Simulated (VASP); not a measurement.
# Al2O3 (P-3m1) in VASP: a series of runs

Al2O3 is run at these levels: r2SCAN; tasks: single point.

Everything below comes from runs of VASP 6.6.1. Logs are shortened: lines on timing, memory, paths and dates and some standing lists are left out, and cuts for length are marked.

## Step 1: The cell of the first run

Symmetry: P-3m1, No. 164, trigonal system. Conventional cell: a = 3.259 Å, b = 3.259 Å, c = 6.969 Å, α = 90.00°, β = 90.00°, γ = 120.00°. Al (site symmetry 3m) has 4 O at 1.55 to 1.96 Å within 2.1 Å. Within 2.6 Å of O (site symmetry 3m) lie 3 Al at 1.96 Å. Within 2.1 Å of O (site symmetry -3m) lie 2 Al at 1.55 Å.

## Step 2: Single point, r2SCAN (strain +0.080 along x and y, -0.080 along z)

POSCAR

```
Al2O3
1.0
    3.2588811475      0.0000000000      0.0000000000
   -1.6294405738      2.8222738617      0.0000000000
    0.0000000000      0.0000000000      6.9686651220
Al O
2 3
Direct
    0.0000000000      0.0000000000      0.2779510000
    0.0000000000      0.0000000000      0.7220490000
    0.3333333333      0.6666666667      0.1994540000
    0.6666666667      0.3333333333      0.8005460000
    0.0000000000      0.0000000000      0.5000000000
```

INCAR.step1

```
PREC     = Accurate       # precision mode
ENCUT    = 520            # plane-wave cutoff, eV
ISMEAR   = 0              # smearing method
SIGMA    = 0.05           # smearing width, eV
LREAL    = F              # projectors in reciprocal space
LASPH    = T              # aspherical terms in the spheres
NELM     = 80             # most SCF steps
NBANDS   = 20             # bands
GGA      = PE             # functional
ALGO     = Normal         # electronic algorithm
EDIFF    = 1E-4           # SCF threshold, eV
LWAVE    = T              # write WAVECAR
LCHARG   = F              # write CHGCAR
```

INCAR.step2

```
PREC     = Accurate       # precision mode
ENCUT    = 520            # plane-wave cutoff, eV
EDIFF    = 1E-6           # SCF threshold, eV
ISMEAR   = 0              # smearing method
SIGMA    = 0.05           # smearing width, eV
LREAL    = F              # projectors in reciprocal space
LASPH    = T              # aspherical terms in the spheres
NELM     = 80             # most SCF steps
ALGO     = Normal         # electronic algorithm
ISIF     = 2              # what is computed and relaxed
LWAVE    = F              # write WAVECAR
LCHARG   = F              # write CHGCAR
METAGGA  = R2SCAN         # meta-GGA
LMIXTAU  = T            
NBANDS   = 20             # bands
ISTART   = 1
```

KPOINTS

```
regular mesh
0
Gamma
  12 12 4
```

Potentials or basis: VASP PAW PBE potentials, release 64 (Al, O).

On the command line:

```sh
cat potpaw_PBE.64/Al/POTCAR potpaw_PBE.64/O/POTCAR > POTCAR
cp INCAR.step1 INCAR
mpirun -np 1 vasp_std > vasp.out
cp INCAR.step2 INCAR
mpirun -np 1 vasp_std > vasp.out
```

OUTCAR:

```text
PREC = Accurate
   ENCUT = 520
   EDIFF = 1E-6
   ISMEAR = 0
   LREAL = F
   LASPH = T
   NELM = 80
   ISIF = 2
   METAGGA = R2SCAN
   ISTART = 1

 ion  position               nearest neighbor table
   1  0.000  0.000  0.278-   5 1.55   3 1.96   3 1.96   3 1.96   2 3.09
   2  0.000  0.000  0.722-   5 1.55   4 1.96   4 1.96   4 1.96   1 3.09
   3  0.333  0.667  0.199-   1 1.96   1 1.96   1 1.96
   4  0.667  0.333  0.801-   2 1.96   2 1.96   2 1.96
   5  0.000  0.000  0.500-   1 1.55   2 1.55

  LATTYP: Found a hexagonal cell.
 ALAT       =     3.2588811475
 C/A-ratio  =     2.1383612371

  Lattice vectors:

 A1 = (   3.2588811475,   0.0000000000,   0.0000000000)
 A2 = (  -1.6294405738,   2.8222738617,   0.0000000000)
 A3 = (   0.0000000000,   0.0000000000,   6.9686651220)

Analysis of symmetry for initial positions (statically):
=====================================================================
 Subroutine PRICEL returns:
 Original cell was already a primitive cell.

 Routine SETGRP: Setting up the symmetry group for a
 hexagonal supercell.

 Subroutine GETGRP returns: Found 12 space group operations
 (whereof 12 operations were pure point group operations)
 out of a pool of 24 trial point group operations.

The static configuration has the point symmetry D_3d.

Analysis of symmetry for dynamics (positions and initial velocities):
=====================================================================
 Subroutine PRICEL returns:
 Original cell was already a primitive cell.

 Routine SETGRP: Setting up the symmetry group for a
 hexagonal supercell.

 Subroutine GETGRP returns: Found 12 space group operations
 (whereof 12 operations were pure point group operations)
 out of a pool of 24 trial point group operations.

The dynamic configuration has the point symmetry D_3d.

 Subroutine INISYM returns: Found 12 space group operations
 (whereof 12 operations are pure point group operations),
 and found     1 'primitive' translations

----------------------------------------------------------------------------------------

                                     Primitive cell

  volume of cell :      64.0940

  direct lattice vectors                    reciprocal lattice vectors
     3.258881147  0.000000000  0.000000000     0.306853780  0.177162113  0.000000000
    -1.629440574  2.822273862  0.000000000     0.000000000  0.354324225  0.000000000
     0.000000000  0.000000000  6.968665122     0.000000000  0.000000000  0.143499506

  length of vectors
     3.258881147  3.258881148  6.968665122     0.354324225  0.354324225  0.143499506

  position of ions in fractional coordinates (direct lattice)
     0.000000000  0.000000000  0.277951000
     0.000000000  0.000000000  0.722049000
     0.333333333  0.666666667  0.199454000
     0.666666667  0.333333333  0.800546000
     0.000000000  0.000000000  0.500000000

  ion indices of the primitive-cell ions
   primitive index   ion index
                 1           1
                 2           2
                 3           3
                 4           4
                 5           5

----------------------------------------------------------------------------------------

 KPOINTS: regular mesh

Automatic generation of k-mesh.
 Grid dimensions read from file:
 generate k-points for:   12   12    4

 Generating k-lattice:

  Cartesian coordinates                     Fractional coordinates (reciprocal lattice)
     0.025571148  0.014763509  0.000000000     0.083333333  0.000000000  0.000000000
     0.000000000  0.029527019  0.000000000     0.000000000  0.083333333  0.000000000
     0.000000000  0.000000000  0.035874876     0.000000000  0.000000000  0.250000000

  Length of vectors
     0.029527019  0.029527019  0.035874876

  Shift w.r.t. Gamma in fractional coordinates (k-lattice)
     0.000000000  0.000000000  0.000000000

 Subroutine IBZKPT returns following result:
 ===========================================

 Found     69 irreducible k-points:

 Following reciprocal coordinates:
            Coordinates               Weight
  0.000000  0.000000  0.000000      1.000000
  0.083333  0.000000  0.000000      6.000000
  0.166667  0.000000  0.000000      6.000000
  0.250000  0.000000  0.000000      6.000000
  0.333333  0.000000  0.000000      6.000000
  0.416667  0.000000  0.000000      6.000000
[... 16 lines left out ...]
  0.166667  0.000000  0.250000      6.000000
  0.000000  0.166667  0.250000      6.000000
 [... further k-points ...]
   k-points           NKPTS =     69   k-points in BZ     NKDIM =     69   number of bands    NBANDS=     20
   number of dos      NEDOS =    301   number of ions     NIONS =      5
   total plane-waves  NPLWV =  31104
   dimension x,y,z NGX =    24 NGY =   24 NGZ =   54
   dimension x,y,z NGXF=    48 NGYF=   48 NGZF=  108
   ions per type =               2   3
   NGX,Y,Z   is equivalent  to a cutoff of  12.24, 12.24, 12.88 a.u.
[... 30 lines left out ...]
     AMIX     =   0.40;   BMIX     =  1.00
     AMIX_MAG =   1.60;   BMIX_MAG =  1.00
  volume/ion in A,a.u.               =      12.82        86.51
  Fermi-wavevector in a.u.,A,eV,Ry     =   1.179975  2.229830 18.943951  1.392341
  Thomas-Fermi vector in A             =   2.316276
   LORBIT       =      0    0 simple, 1 ext, 2 COOP (PROOUT), +10 PAW based schemes
   METAGGA = R2SCAN    functional components
   LHFCALC =     F    Hartree Fock is set to
   AEXX    =    0.0000 exact exchange contribution
   IVDW    =     0    specifies the selected vdW correction
   LEPSILON=     F    determine dielectric tensor
   LRPA    =     F    only Hartree local field effects (RPA)
 non-spin polarized calculation
 Gauss-broadening in eV      SIGMA  =   0.05
  energy-cutoff  :      520.00
  volume of cell :       64.09
 maximum number of plane-waves:      1758
   NGX = 13   NGY = 13   NGZ = 25

 number of electron      24.0000015 magnetization

 Free energy of the ion-electron system (eV)
  ---------------------------------------------------
  ext. energy  EPLUGINS =         0.00000000
  ---------------------------------------------------
  free energy    TOTEN  =       -44.92363505 eV

  energy without entropy =      -44.92363505  energy(sigma->0) =      -44.92363505

 E-fermi :   1.9018     XC(G=0):  -9.8713

 val. band max:        1.5853018118   @ k =   0.3333   0.0833   0.2500
 cond. band min:       5.1060089972   @ k =   0.0000   0.0000   0.0000
 fundamental gap:      3.5207071854
 Fermi energy:         1.9018494049

 k-point     1 :       0.0000    0.0000    0.0000
  band No.  band energies     occupation
      1     -16.8618      2.00000
      2     -16.1383      2.00000
      3     -15.6043      2.00000
      4      -3.1343      2.00000
      5      -0.5855      2.00000
      6      -0.2612      2.00000
[... 12 lines left out ...]
     19      14.9038      0.00000
     20      14.9144      0.00000

 k-point     2 :       0.0833    0.0000    0.0000
  band No.  band energies     occupation
      1     -16.8207      2.00000
      2     -16.1088      2.00000
      3     -15.5975      2.00000
      4      -3.1409      2.00000
      5      -0.7323      2.00000
      6      -0.4118      2.00000
[... 12 lines left out ...]
     19      15.0926      0.00000
     20      15.0963      0.00000

 k-point     3 :       0.1667    0.0000    0.0000
  band No.  band energies     occupation
      1     -16.7035      2.00000
      2     -16.0273      2.00000
      3     -15.5811      2.00000
      4      -3.1803      2.00000
      5      -1.2113      2.00000
      6      -0.8102      2.00000
[... 12 lines left out ...]
     19      15.3662      0.00000
     20      15.6248      0.00000

 k-point     4 :       0.2500    0.0000    0.0000
  band No.  band energies     occupation
      1     -16.5287      2.00000
      2     -15.9147      2.00000
      3     -15.5669      2.00000
      4      -3.2977      2.00000
      5      -1.8421      2.00000
      6      -1.2580      2.00000
[... 429 lines left out ...]
 k-point    23 :       0.1667    0.0000    0.2500
  band No.  band energies     occupation
      1     -16.6786      2.00000
      2     -16.0942      2.00000
      3     -15.5382      2.00000
      4      -3.1822      2.00000
      5      -1.1447      2.00000
      6      -0.9291      2.00000
[... 12 lines left out ...]
     19      14.8493      0.00000
     20      15.8615      0.00000

 k-point    24 :       0.0000    0.1667    0.2500
  band No.  band energies     occupation
      1     -16.6770      2.00000
      2     -16.0984      2.00000
      3     -15.5354      2.00000
      4      -3.1945      2.00000
      5      -1.2202      2.00000
      6      -0.9250      2.00000
[... 12 lines left out ...]
     19      14.9370      0.00000
     20      15.7542      0.00000

 [... further k-points ...]

------------------------ aborting loop because EDIFF is reached ----------------------------------------

  FORCE on cell =-STRESS in cart. coord.  units (eV):
  Direction    XX          YY          ZZ          XY          YZ          ZX
  --------------------------------------------------------------------------------------
  -------------------------------------------------------------------------------------
  Total      -11.6955365    -11.6955365     17.3819002      0.0000000      0.0000000     -0.0000000
  in kB     -292.3569767   -292.3569767    434.5007827      0.0000000      0.0000000     -0.0000000
  external PRESSURE =     -50.0710569 kB  Pullay stress =       0.0000000 kB

 VOLUME and BASIS-vectors are now :
 -----------------------------------------------------------------------------
  energy-cutoff  :      520.00
  volume of cell :       64.09
      direct lattice vectors                 reciprocal lattice vectors
     3.258881147  0.000000000  0.000000000     0.306853780  0.177162113  0.000000000
    -1.629440574  2.822273862  0.000000000     0.000000000  0.354324225  0.000000000
     0.000000000  0.000000000  6.968665122     0.000000000  0.000000000  0.143499506

 POSITION                                       TOTAL-FORCE (eV/Angst)
 -----------------------------------------------------------------------------------
      0.00000      0.00000      1.93695        -0.000000      0.000000     -6.270733
      0.00000      0.00000      5.03172         0.000000      0.000000      6.270733
     -0.00000      1.88152      1.38993         0.000000      0.000000      0.603458
      1.62944      0.94076      5.57874         0.000000     -0.000000     -0.603458
      0.00000      0.00000      3.48433         0.000000      0.000000     -0.000000
 -----------------------------------------------------------------------------------
    total drift:                                0.000000     -0.000000     -0.000000

  FREE ENERGIE OF THE ION-ELECTRON SYSTEM (eV)
  ---------------------------------------------------
  free  energy   TOTEN  =       -44.9236350481 eV

  energy  without entropy=      -44.9236350481  energy(sigma->0) =      -44.92363505
```

Wall time 3.7 min (1 thread of Intel Xeon 6975P-C, shared host); peak memory 0.22 GiB.

What came out:

```yaml
Free_energy: -44.9236 eV
Pressure: -5.0 GPa
Largest_force: 6.271 eV/Å
Band_gap_on_the_k_mesh: 3.52 eV (least direct gap 3.89 eV)
```

Forces in eV/Å, atoms in the order of the input:
```
Al   0.000  0.000 -6.271
Al   0.000  0.000  6.271
O    0.000  0.000  0.603
O    0.000  0.000 -0.603
O    0.000  0.000  0.000
```

Stress tensor (GPa, compression positive):
```
-29.24   0.00   0.00
  0.00 -29.24   0.00
  0.00   0.00  43.45
```

Caveat: the cell differs from its parent crystal (strain +0.080 along x and y, -0.080 along z); the stress differs along the axes, from -29 to 43 GPa; the PAW data sets were made with another functional, which shifts forces and pressure a little. A k mesh can miss the band edges.

## Step 3: Single point, r2SCAN (strain +0.000 along x and y, +0.080 along z)

POSCAR: that of step 2 with these lines changed.

```diff
@@ -2,5 +2,5 @@
 1.0
-    3.2588811475      0.0000000000      0.0000000000
-   -1.6294405738      2.8222738617      0.0000000000
-    0.0000000000      0.0000000000      6.9686651220
+    3.0174825440      0.0000000000      0.0000000000
+   -1.5087412720      2.6132165386      0.0000000000
+    0.0000000000      0.0000000000      8.1806068824
 Al O
```

INCAR.step1

```
PREC = Accurate
ENCUT = 520
ISMEAR = 0
SIGMA = 0.05
LREAL = F
LASPH = T
NELM = 80
NBANDS = 20
GGA = PE
ALGO = Normal
EDIFF = 1E-4
LWAVE = T
LCHARG = F
```

INCAR.step2

```
PREC = Accurate
ENCUT = 520
EDIFF = 1E-7
ISMEAR = 0
SIGMA = 0.05
LREAL = F
LASPH = T
NELM = 80
ALGO = Normal
ISIF = 2
LWAVE = F
LCHARG = F
METAGGA = R2SCAN
LMIXTAU = T
NBANDS = 20
ISTART = 1
```

KPOINTS

```
Automatic mesh
0
Gamma
  12 12 4
```

Potentials or basis: VASP PAW PBE potentials, release 64 (Al, O).

On the command line:

```sh
cat potpaw_PBE.64/Al/POTCAR potpaw_PBE.64/O/POTCAR > POTCAR
cp INCAR.step1 INCAR
mpirun -np 1 vasp_std > vasp.out
cp INCAR.step2 INCAR
mpirun -np 1 vasp_std > vasp.out
```

Run time: 4.8 min. Hardware: 1 thread of Intel Xeon 6975P-C, shared host; peak memory 0.23 GiB.

The run converged. Its results:

```
Free energy            : -45.9288 eV
Pressure               : -16.3 GPa
Largest force          : 2.550 eV/Å
Band gap on the k mesh : 1.54 eV
```

Forces on the atoms (eV/Å):
```
Al   0.000  0.000  2.550
Al   0.000  0.000 -2.550
O    0.000  0.000  1.089
O    0.000  0.000 -1.089
O    0.000  0.000  0.000
```

Stress tensor (GPa, compression positive):
```
 -6.03   0.00   0.00
  0.00  -6.03   0.00
  0.00   0.00 -36.93
```

Levels at points of the mesh, in eV from the valence-band top:
| k point | band 10 | band 11 | band 12 | band 13 | band 14 | band 15 |
| --- | --- | --- | --- | --- | --- | --- |
| (0.00, 0.00, 0.00) | -3.39 | 0.00 | 0.00 | 1.54 | 3.57 | 6.51 |
| (0.50, 0.00, 0.00) | -3.94 | -2.38 | -0.53 | 4.05 | 5.49 | 7.46 |
| (0.00, 0.00, 0.50) | -3.85 | 0.00 | 0.00 | 2.38 | 2.64 | 7.48 |
| (0.50, 0.00, 0.50) | -3.88 | -2.36 | -0.53 | 4.36 | 5.08 | 7.12 |

Caveat: the cell differs from its parent crystal (strain +0.000 along x and y, +0.080 along z); the stress differs along the axes, from -37 to -6 GPa; the PAW data sets were made with another functional, which shifts forces and pressure a little. A k mesh can miss the band edges.

## Step 4: Single point, r2SCAN (strain +0.040 along x and y, +0.000 along z)

POSCAR: that of step 3 with these lines changed.

```diff
@@ -2,5 +2,5 @@
 1.0
-    3.0174825440      0.0000000000      0.0000000000
-   -1.5087412720      2.6132165386      0.0000000000
-    0.0000000000      0.0000000000      8.1806068824
+    3.1381818458      0.0000000000      0.0000000000
+   -1.5690909229      2.7177452001      0.0000000000
+    0.0000000000      0.0000000000      7.5746360022
 Al O
```

INCAR.step1

```
PREC     = Accurate       # precision mode
ENCUT    = 520            # plane-wave cutoff, eV
ISMEAR   = 0              # smearing method
SIGMA    = 0.05           # smearing width, eV
LREAL    = F              # projectors in reciprocal space
LASPH    = T              # aspherical terms in the spheres
NELM     = 100            # most SCF steps
NBANDS   = 20             # bands
GGA      = PE             # functional
ALGO     = Normal         # electronic algorithm
EDIFF    = 1E-4           # SCF threshold, eV
LWAVE    = T              # write WAVECAR
LCHARG   = F              # write CHGCAR
```

INCAR.step2

```
PREC     = Accurate       # precision mode
ENCUT    = 520            # plane-wave cutoff, eV
EDIFF    = 1E-6           # SCF threshold, eV
ISMEAR   = 0              # smearing method
SIGMA    = 0.05           # smearing width, eV
LREAL    = F              # projectors in reciprocal space
LASPH    = T              # aspherical terms in the spheres
NELM     = 100            # most SCF steps
ALGO     = Normal         # electronic algorithm
ISIF     = 2              # what is computed and relaxed
LWAVE    = F              # write WAVECAR
LCHARG   = F              # write CHGCAR
METAGGA  = R2SCAN         # meta-GGA
LMIXTAU  = T            
NBANDS   = 20             # bands
ISTART   = 1
```

KPOINTS is that of step 3.

On the command line:

```sh
cat potpaw_PBE.64/Al/POTCAR potpaw_PBE.64/O/POTCAR > POTCAR
cp INCAR.step1 INCAR
mpirun -np 1 vasp_std > vasp.out
cp INCAR.step2 INCAR
mpirun -np 1 vasp_std > vasp.out
```

Run time: 3.5 min. Hardware: 1 thread of Intel Xeon 6975P-C, shared host; peak memory 0.22 GiB.

The run converged. Its results:

```
Free energy            : -46.2282 eV
Pressure               : -14.9 GPa
Largest force          : 0.893 eV/Å
Band gap on the k mesh : 2.79 eV
```

Forces on the atoms (eV/Å):
```
Al   0.000  0.000 -0.437
Al   0.000  0.000  0.437
O    0.000  0.000  0.893
O    0.000  0.000 -0.893
O    0.000  0.000  0.000
```

Stress tensor (GPa, compression positive):
```
-19.20   0.00   0.00
  0.00 -19.20   0.00
  0.00   0.00  -6.41
```

Levels at points of the mesh, in eV from the valence-band top:
```csv
k point,band 9,band 10,band 11,band 12,band 13,band 14,band 15,band 16
"(0.00, 0.00, 0.00)",-3.15,-1.80,0.00,0.00,2.79,4.77,8.07,11.52
"(0.50, 0.00, 0.00)",-3.15,-2.43,-1.25,-0.39,5.54,7.04,8.68,9.70
"(0.00, 0.00, 0.50)",-2.87,-2.60,0.00,0.00,3.67,3.87,8.84,9.63
"(0.50, 0.00, 0.50)",-3.00,-2.65,-1.18,-0.38,6.02,6.37,8.76,9.26
```

Caveat: the cell differs from its parent crystal (strain +0.040 along x and y, +0.000 along z); the stress differs along the axes, from -19 to -6 GPa; the PAW data sets were made with another functional, which shifts forces and pressure a little. A k mesh can miss the band edges.

## Step 5: Summary

| cell | gap on the mesh (eV) | pressure (GPa) | largest force (eV/Å) |
| --- | --- | --- | --- |
| a = 3.259, b = 3.259, c = 6.969 Å, angles 90.0, 90.0, 120.0°, 5 atoms | 3.52 | -5.0 | 6.27 |
| a = 3.017, b = 3.017, c = 8.181 Å, angles 90.0, 90.0, 120.0°, 5 atoms | 1.54 | -16.3 | 2.55 |
| a = 3.138, b = 3.138, c = 7.575 Å, angles 90.0, 90.0, 120.0°, 5 atoms | 2.79 | -14.9 | 0.89 |

Alike in all rows: task single point; level r2SCAN; potentials or basis VASP PAW PBE potentials, release 64 (Al, O); no spin polarisation; k mesh 12 × 12 × 4; cutoff (eV) 520; smearing gaussian 0.05 eV.

Caveats: the PAW data sets were made with another functional, which shifts forces and pressure a little; the stress differs along the axes, from -29 to 43 GPa (at least some runs); the stress differs along the axes, from -37 to -6 GPa (at least some runs); the stress differs along the axes, from -19 to -6 GPa (at least some runs).

Absolute energies hang on the potentials; compare differences alone.
